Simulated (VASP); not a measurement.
# C (R-3m) in VASP: a series of runs

Runs on C. Level: LDA. Tasks: single point.

Everything below comes from runs of VASP 6.6.1. Logs are shortened: lines on timing, memory, paths and dates and some standing lists are left out, and cuts for length are marked.

## (1) The cell of the first run

The structure is trigonal, space group R-3m (No. 166). Conventional cell: a = 2.433 Å, b = 2.433 Å, c = 24.512 Å, α = 90.00°, β = 90.00°, γ = 120.00°. C (site symmetry 3m) has 3 C at 1.40 Å within 1.9 Å. Within 1.9 Å of C (site symmetry 3m) lie 3 C at 1.40 Å.

## (2) Single point, LDA (10.47 Å³/atom)

Input file INCAR:

```
SYSTEM = C
PREC = Accurate
ENCUT = 520
EDIFF = 1E-6
ISMEAR = -1
SIGMA = 0.05
LREAL = .False.
LASPH = .True.
NELM = 100
ALGO = Normal
ISIF = 2
LWAVE = .False.
LCHARG = .False.
GGA = CA
NBANDS = 16
```

Input file KPOINTS:

```
regular mesh
0
Gamma
  12 12 12
  0 0 0
```

Input file POSCAR:

```
C
1.0
    1.2165213504      0.7023589292      8.1706741485
   -1.2165213504      0.7023589292      8.1706741485
    0.0000000000     -1.4047178582      8.1706741485
C
4
Direct
    0.0871730800      0.0871730800      0.0871730800
    0.7538500600      0.7538500600      0.7538500600
    0.2461499400      0.2461499400      0.2461499400
    0.9128269200      0.9128269200      0.9128269200
```

Potentials or basis: VASP PAW LDA potentials, release 64 (C).

Command:

```console
$ cat potpaw_LDA.64/C/POTCAR > POTCAR
$ mpirun -np 1 vasp_std > vasp.out
```

OUTCAR:

```text
SYSTEM = C
   PREC = Accurate
   ENCUT = 520
   EDIFF = 1E-6
   ISMEAR = -1
   LREAL = .False.
   LASPH = .True.
   NELM = 100
   ISIF = 2
   GGA = CA

 ion  position               nearest neighbor table
   1  0.087  0.087  0.087-   2 1.40   2 1.40   2 1.40
   2  0.754  0.754  0.754-   1 1.40   1 1.40   1 1.40
   3  0.246  0.246  0.246-   4 1.40   4 1.40   4 1.40
   4  0.913  0.913  0.913-   3 1.40   3 1.40   3 1.40

  LATTYP: Found a trigonal (rhomboedric) cell.
 ALAT       =     8.2905457180
 COS(alpha) =     0.9569371044

  Lattice vectors:

 A1 = (   1.2165213504,   0.7023589292,   8.1706741485)
 A2 = (  -1.2165213504,   0.7023589292,   8.1706741485)
 A3 = (   0.0000000000,  -1.4047178582,   8.1706741485)

Analysis of symmetry for initial positions (statically):
=====================================================================
 Subroutine PRICEL returns:
 Original cell was already a primitive cell.

 Routine SETGRP: Setting up the symmetry group for a
 trigonal (rhombohedral) supercell.

 Subroutine GETGRP returns: Found 12 space group operations
 (whereof 12 operations were pure point group operations)
 out of a pool of 12 trial point group operations.

The static configuration has the point symmetry D_3d.

Analysis of symmetry for dynamics (positions and initial velocities):
=====================================================================
 Subroutine PRICEL returns:
 Original cell was already a primitive cell.

 Routine SETGRP: Setting up the symmetry group for a
 trigonal (rhombohedral) supercell.

 Subroutine GETGRP returns: Found 12 space group operations
 (whereof 12 operations were pure point group operations)
 out of a pool of 12 trial point group operations.

The dynamic configuration has the point symmetry D_3d.

 Subroutine INISYM returns: Found 12 space group operations
 (whereof 12 operations are pure point group operations),
 and found     1 'primitive' translations

----------------------------------------------------------------------------------------

                                     Primitive cell

  volume of cell :      41.8878

  direct lattice vectors                    reciprocal lattice vectors
     1.216521350  0.702358929  8.170674148     0.411007994  0.237295576  0.040796307
    -1.216521350  0.702358929  8.170674148    -0.411007994  0.237295576  0.040796307
     0.000000000 -1.404717858  8.170674148     0.000000000 -0.474591152  0.040796307

  length of vectors
     8.290545718  8.290545718  8.290545718     0.476341370  0.476341370  0.476341370

  position of ions in fractional coordinates (direct lattice)
     0.087173080  0.087173080  0.087173080
     0.753850060  0.753850060  0.753850060
     0.246149940  0.246149940  0.246149940
     0.912826920  0.912826920  0.912826920

  ion indices of the primitive-cell ions
   primitive index   ion index
                 1           1
                 2           2
                 3           3
                 4           4

----------------------------------------------------------------------------------------

 KPOINTS: regular mesh

Automatic generation of k-mesh.
 Grid dimensions read from file:
 generate k-points for:   12   12   12

 Generating k-lattice:

  Cartesian coordinates                     Fractional coordinates (reciprocal lattice)
     0.034250666  0.019774631  0.003399692     0.083333333 -0.000000000  0.000000000
    -0.034250666  0.019774631  0.003399692    -0.000000000  0.083333333  0.000000000
     0.000000000 -0.039549263  0.003399692     0.000000000  0.000000000  0.083333333

  Length of vectors
     0.039695114  0.039695114  0.039695114

  Shift w.r.t. Gamma in fractional coordinates (k-lattice)
     0.000000000  0.000000000  0.000000000

 Subroutine IBZKPT returns following result:
 ===========================================

 Found    189 irreducible k-points:

 Following reciprocal coordinates:
            Coordinates               Weight
  0.000000  0.000000  0.000000      1.000000
  0.083333  0.000000  0.000000      6.000000
  0.166667  0.000000 -0.000000      6.000000
  0.250000 -0.000000  0.000000      6.000000
  0.333333  0.000000  0.000000      6.000000
  0.416667 -0.000000 -0.000000      6.000000
[... 16 lines left out ...]
  0.500000  0.166667  0.000000     12.000000
 -0.416667  0.166667  0.000000     12.000000
 [... further k-points ...]
   k-points           NKPTS =    189   k-points in BZ     NKDIM =    189   number of bands    NBANDS=     16
   number of dos      NEDOS =    301   number of ions     NIONS =      4
   total plane-waves  NPLWV = 262144
   dimension x,y,z NGX =    64 NGY =   64 NGZ =   64
   dimension x,y,z NGXF=   128 NGYF=  128 NGZF=  128
   ions per type =               4
   NGX,Y,Z   is equivalent  to a cutoff of  12.83, 12.83, 12.83 a.u.
   NGXF,Y,Z  is equivalent  to a cutoff of  25.67, 25.67, 25.67 a.u.
 SYSTEM =  C
   PREC   = accura    normal or accurate (medium, high low for compatibility)
   ISTART =      0    job   : 0-new  1-cont  2-samecut
   ICHARG =      2    charge: 1-file 2-atom 10-const
   ISPIN  =      1    spin polarized calculation?
   LNONCOLLINEAR =      F non collinear calculations
   LSORBIT =      F    spin-orbit coupling
   LASPH  =      T    aspherical Exc in radial PAW
   ENCUT  =  520.0 eV  38.22 Ry    6.18 a.u.  15.41 15.41 15.41*2*pi/ulx,y,z
   NELM   =    100;   NELMIN=  2; NELMDL= -5     # of ELM steps
   EDIFF  = 0.1E-05   stopping-criterion for ELM
   LREAL  =      F    real-space projection
   EDIFFG = 0.1E-04   stopping-criterion for IOM
   NSW    =      0    number of steps for IOM
   IBRION =     -1    ionic relax: 0-MD 1-quasi-New 2-CG
   NFREE  =      0    steps in history (QN), initial steepest desc. (CG)
   ISIF   =      2    stress and relaxation
   ISYM   =      2    0-nonsym 1-usesym 2-fastsym
   POTIM  = 0.5000    time-step for ionic-motion
   TEBEG  =    0.0;   TEEND  =   0.0 temperature during run
   PSTRESS=    0.0 pullay stress
   NELECT =      16.0000    total number of electrons
   NUPDOWN=      -1.0000    fix difference up-down
   EMIN   =  10.00;   EMAX   =-10.00  energy-range for DOS
   EFERMI =   0.00;   METHOD = LEGACY
   ISMEAR =    -1;   SIGMA  =   0.05  broadening in eV -4-tet -1-fermi 0-gaus
   EFERMI_NEDOS =   21; number of points for ismear=-14 and -15
   IALGO  =     38    algorithm
   IMIX   =      4    mixing-type and parameters
     AMIX     =   0.40;   BMIX     =  1.00
     AMIX_MAG =   1.60;   BMIX_MAG =  1.00
  volume/ion in A,a.u.               =      10.47        70.67
  Fermi-wavevector in a.u.,A,eV,Ry     =   1.187824  2.244662 19.196818  1.410926
  Thomas-Fermi vector in A             =   2.323967
   LORBIT       =      0    0 simple, 1 ext, 2 COOP (PROOUT), +10 PAW based schemes
   GGA     = CA    functional components
   LHFCALC =     F    Hartree Fock is set to
   AEXX    =    0.0000 exact exchange contribution
   IVDW    =     0    specifies the selected vdW correction
   LEPSILON=     F    determine dielectric tensor
   LRPA    =     F    only Hartree local field effects (RPA)
 non-spin polarized calculation
  energy-cutoff  :      520.00
  volume of cell :       41.89
 maximum number of plane-waves:      1152
 NGX is ok and might be reduce to    64
   NGX = 31   NGY = 31   NGZ = 31

 number of electron      16.0000000 magnetization

 Free energy of the ion-electron system (eV)
  ---------------------------------------------------
  ext. energy  EPLUGINS =         0.00000000
  ---------------------------------------------------
  free energy    TOTEN  =       -40.37280867 eV

  energy without entropy =      -40.37142072  energy(sigma->0) =      -40.37211470

 E-fermi :   3.1730     XC(G=0):  -9.5221

 val. band max:        3.0696752090   @ k =  -0.3333   0.3333   0.0000
 cond. band min:       3.2749647179   @ k =  -0.1667   0.5000   0.1667
 fundamental gap:      0.2052895090
 Fermi energy:         3.1729822471

 k-point     1 :       0.0000    0.0000    0.0000
  band No.  band energies     occupation
      1     -16.4753      2.00000
      2     -16.4114      2.00000
      3      -5.0821      2.00000
      4      -4.3872      2.00000
      5       0.1535      2.00000
      6       0.1535      2.00000
[... 8 lines left out ...]
     15      14.1185      0.00000
     16      14.9732      0.00000

 k-point     2 :       0.0833    0.0000    0.0000
  band No.  band energies     occupation
      1     -16.3079      2.00000
      2     -16.2450      2.00000
      3      -4.8757      2.00000
      4      -4.1887      2.00000
      5      -0.4916      2.00000
      6      -0.4875      2.00000
[... 8 lines left out ...]
     15      14.3798      0.00000
     16      14.4178      0.00000

 k-point     3 :       0.1667    0.0000   -0.0000
  band No.  band energies     occupation
      1     -15.8076      2.00000
      2     -15.7477      2.00000
      3      -4.2614      2.00000
      4      -3.5984      2.00000
      5      -2.1269      2.00000
      6      -2.1191      2.00000
[... 8 lines left out ...]
     15      14.3193      0.00000
     16      14.3290      0.00000

 k-point     4 :       0.2500   -0.0000    0.0000
  band No.  band energies     occupation
      1     -14.9799      2.00000
      2     -14.9248      2.00000
      3      -4.2379      2.00000
      4      -4.2248      2.00000
      5      -3.2574      2.00000
      6      -2.6359      2.00000
[... 8 lines left out ...]
     15      16.0151      0.00000
     16      16.9466      0.00000
[... 324 lines left out ...]
 k-point    22 :       0.4167    0.1667   -0.0000
  band No.  band energies     occupation
      1     -13.3532      2.00000
      2     -13.3109      2.00000
      3      -6.2901      2.00000
      4      -6.2709      2.00000
      5      -4.4192      2.00000
      6      -4.4113      2.00000
[... 8 lines left out ...]
     15      16.4581      0.00000
     16      16.8415      0.00000

 k-point    23 :       0.5000    0.1667    0.0000
  band No.  band energies     occupation
      1     -11.9379      2.00000
      2     -11.9023      2.00000
      3      -8.2547      2.00000
      4      -8.2278      2.00000
      5      -4.9918      2.00000
      6      -4.9838      2.00000
[... 8 lines left out ...]
     15      16.2568      0.00000
     16      16.4217      0.00000

 k-point    24 :      -0.4167    0.1667    0.0000
  band No.  band energies     occupation
      1     -10.5881      2.00000
      2     -10.5543      2.00000
      3      -9.8092      2.00000
      4      -9.7816      2.00000
      5      -5.1760      2.00000
      6      -5.1676      2.00000
[... 8 lines left out ...]
     15      14.3990      0.00000
     16      16.2219      0.00000

 [... further k-points ...]

------------------------ aborting loop because EDIFF is reached ----------------------------------------

  FORCE on cell =-STRESS in cart. coord.  units (eV):
  Direction    XX          YY          ZZ          XY          YZ          ZX
  --------------------------------------------------------------------------------------
  -------------------------------------------------------------------------------------
  Total        1.6899353      1.6899353     -0.2926564      0.0000000     -0.0000000     -0.0000000
  in kB       64.6387089     64.6387089    -11.1938806      0.0000000     -0.0000000     -0.0000000
  external PRESSURE =      39.3611791 kB  Pullay stress =       0.0000000 kB

 VOLUME and BASIS-vectors are now :
 -----------------------------------------------------------------------------
  energy-cutoff  :      520.00
  volume of cell :       41.89
      direct lattice vectors                 reciprocal lattice vectors
     1.216521350  0.702358929  8.170674148     0.411007994  0.237295576  0.040796307
    -1.216521350  0.702358929  8.170674148    -0.411007994  0.237295576  0.040796307
     0.000000000 -1.404717858  8.170674148     0.000000000 -0.474591152  0.040796307

 POSITION                                       TOTAL-FORCE (eV/Angst)
 -----------------------------------------------------------------------------------
      0.00000      0.00000      2.13679         0.000000      0.000000      0.008415
      0.00000      0.00000     18.47839         0.000000      0.000000      0.001154
      0.00000      0.00000      6.03363         0.000000     -0.000000     -0.001154
      0.00000      0.00000     22.37523         0.000000     -0.000000     -0.008415
 -----------------------------------------------------------------------------------
    total drift:                               -0.000000     -0.000000      0.000000

  FREE ENERGIE OF THE ION-ELECTRON SYSTEM (eV)
  ---------------------------------------------------
  free  energy   TOTEN  =       -40.3728086673 eV

  energy  without entropy=      -40.3714207238  energy(sigma->0) =      -40.37211470
```

It took 8.8 min on 1 thread of AMD EPYC 9R45 (Zen 5), shared host; peak memory 0.4 GiB.

Results:

```yaml
Free_energy: -40.3728 eV
Pressure: 3.9 GPa
Largest_force: 0.008 eV/Å
```

Forces in eV/Å, atoms in the order of the input:
```
C    0.000  0.000  0.008
C    0.000  0.000  0.001
C    0.000  0.000 -0.001
C    0.000  0.000 -0.008
```

Caveat: the stress differs along the axes, from -1 to 6 GPa.

(Part 1 of 2 ends here.)
